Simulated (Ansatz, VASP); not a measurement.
**Ti in VASP and in Ansatz**

Contents of INCAR:

```
PREC     = Accurate       # precision mode
ENCUT    = 520            # plane-wave cutoff, eV
EDIFF    = 1E-7           # SCF threshold, eV
ISMEAR   = 0              # smearing method
SIGMA    = 0.01           # smearing width, eV
LREAL    = F              # projectors in reciprocal space
LASPH    = T              # aspherical terms in the spheres
NELM     = 80             # most SCF steps
ALGO     = Normal         # electronic algorithm
ISIF     = 2              # what is computed and relaxed
LWAVE    = F              # write WAVECAR
LCHARG   = F              # write CHGCAR
LDIPOL   = T            
IDIPOL   = 3            
DIPOL    = 0.5 0.5 0.500
GGA      = PE             # functional
NBANDS   = 51             # bands
```

File KPOINTS:

```
Automatic mesh
0
Gamma
  11 11 1
```

The input POSCAR:

```
Ti
1.0
    3.2555055271      0.0000000000      0.0000000000
    0.0000000000      3.2555055271      0.0000000000
    0.0000000000      0.0000000000     24.7665165814
Ti
7
Direct
    0.5000000000      0.5000000000      0.3028282147
    0.0000000000      0.0000000000      0.3685521431
    0.5000000000      0.5000000000      0.4342760716
    0.0000000000      0.0000000000      0.5000000000
    0.5000000000      0.5000000000      0.5657239284
    0.0000000000      0.0000000000      0.6314478569
    0.5000000000      0.5000000000      0.6971717853
```

Input for Ansatz:

```yaml
crystal:
  lattice:
    - [3.2555055271, 0.0, 0.0]
    - [0.0, 3.2555055271, 0.0]
    - [0.0, 0.0, 24.7665165814]
  atoms:
    - { symbol: Ti, position: [0.5, 0.5, 0.3028282147] }
    - { symbol: Ti, position: [0.0, 0.0, 0.3685521431] }
    - { symbol: Ti, position: [0.5, 0.5, 0.4342760716] }
    - { symbol: Ti, position: [0.0, 0.0, 0.5] }
    - { symbol: Ti, position: [0.5, 0.5, 0.5657239284] }
    - { symbol: Ti, position: [0.0, 0.0, 0.6314478569] }
    - { symbol: Ti, position: [0.5, 0.5, 0.6971717853] }
basis:
  ecutwfc: 420
kpoints:
  mp_grid: { grid: [11, 11, 1] }
hamiltonian:
  xc: pbe
scf:
  occupations: { method: gaussian, width: 0.01 }
  max_iter: 63
output:
  forces: true
  stress: true
  eigenvalues: true
efield:
  axis: 3
  dipole_correction: true
  ramp_width: 0.04
```

Alike in both runs: task single point; functional PBE; k mesh 11 × 11 × 1; occupations gaussian, width 0.01 eV; no spin polarisation.

|  | VASP | Ansatz |
| --- | --- | --- |
| version | VASP 6.6.1 | Ansatz 0.2.0 |
| potentials or method | VASP PAW PBE potentials, release 64 (Ti_sv), cutoff 520 eV | scalar-relativistic, plane waves, PAW |
| valence electrons in the cell | 84 | 84 |

```csv
,VASP,Ansatz,Ansatz less VASP
gap on the k mesh at the Fermi level (eV),none,none,-
rms of the force components (eV/Å),0.213,0.211,-0.0022
```

Atom by atom the forces differ by 0.004 eV/Å (rms over components). A gap of «none» marks a metal or a gap that the smearing closes. The functional is the same, so the differences come from potentials, cutoffs and numerics.
